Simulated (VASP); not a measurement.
## ZnSe: single point with LDA

ZnSe:

```
Zn Se
1.0
     0.00000    3.01160    2.51050
     2.51050    0.00000    2.51050
     2.51050    3.01160    0.00000
Zn Se
1 1
Direct
  0.00000 0.00000 0.00000
  0.75000 0.75000 0.75000
```

This cell differs from its parent crystal: volume 18.981 Å^3 an atom, c/a of the conventional cell 1.1996.

```json
{
 "Program": "VASP 6.6.1",
 "Task": "single point",
 "Functional": "LDA",
 "Potentials or basis": "VASP PAW LDA potentials, release 64 (Zn, Se)",
 "Cutoff": "520 eV",
 "k mesh": "10 × 10 × 10",
 "Occupations": "gaussian, width 0.05 eV",
 "Spin": "no spin polarisation"
}
```

- Pressure: 11.8 GPa
- Band gap on the k mesh: 1.34 eV, direct

Stress tensor (GPa, compression positive):
```
14.84  0.00  0.00
 0.00  5.60  0.00
 0.00  0.00 14.84
```

Levels at points of the mesh, in eV from the valence-band top:
```
           k point  band 6  band 7  band 8  band 9  band 10  band 11  band 12  band 13
(0.00, 0.00, 0.00)   -7.24   -1.12    0.00    0.00     1.34     5.53     5.53     5.53
(0.50, 0.00, 0.00)   -7.10   -6.68   -2.18   -0.72     1.76     5.90     6.89     8.68
(0.50, 0.50, 0.00)   -6.94   -5.48   -3.72   -3.27     1.74     2.40    10.00    10.99
(0.50, 0.00, 0.50)   -7.21   -6.67   -2.34   -2.34     2.96     4.17    10.18    12.10
```

Wall time 25 s on 1 thread of Intel(R) Xeon(R) 6975P-C (Granite Rapids), on a shared host, peak memory 0.19 GiB.

 A k mesh can miss the band edges.
